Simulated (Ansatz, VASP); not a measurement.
One calculation of FeO, two programs

```xyz
2
Lattice="1.5188 0.8769 2.5196 -1.5188 0.8769 2.5196 0.0000 -1.7538 2.5196" Properties=species:S:1:pos:R:3 pbc="T T T"
Fe    0.0000    0.0000    0.0000
O     0.0000    0.0000    3.7794
```

Alike in both runs: task single point; functional RPBE; k mesh 11 × 11 × 11; occupations gaussian, width 0.1 eV; collinear spin.

|  | VASP | Ansatz |
| --- | --- | --- |
| version | VASP 6.6.1 | Ansatz 0.2.0 |
| potentials or method | VASP PAW PBE potentials, release 64 (Fe, O), cutoff 520 eV | all-electron LAPW, scalar-relativistic |

```csv
,VASP,Ansatz,Ansatz less VASP
gap on the k mesh at the Fermi level (eV),none,none,-
pressure (GPa),4.3,4.2,-0.12
"traceless stress, the component that is largest in VASP (GPa)",-0.62,-0.59,+0.032
net moment per atom (μB),2.00,2.00,0.000
size of the moment on the site where the two differ most (μB),0.30,0.32,+0.017
```

VASP's potentials were made for PBE, not for RPBE. Site moments also hang on the region over which each program counts them. A gap of «none» marks a metal or a gap that the smearing closes. Ansatz ran all-electron here, and VASP with PAW potentials.
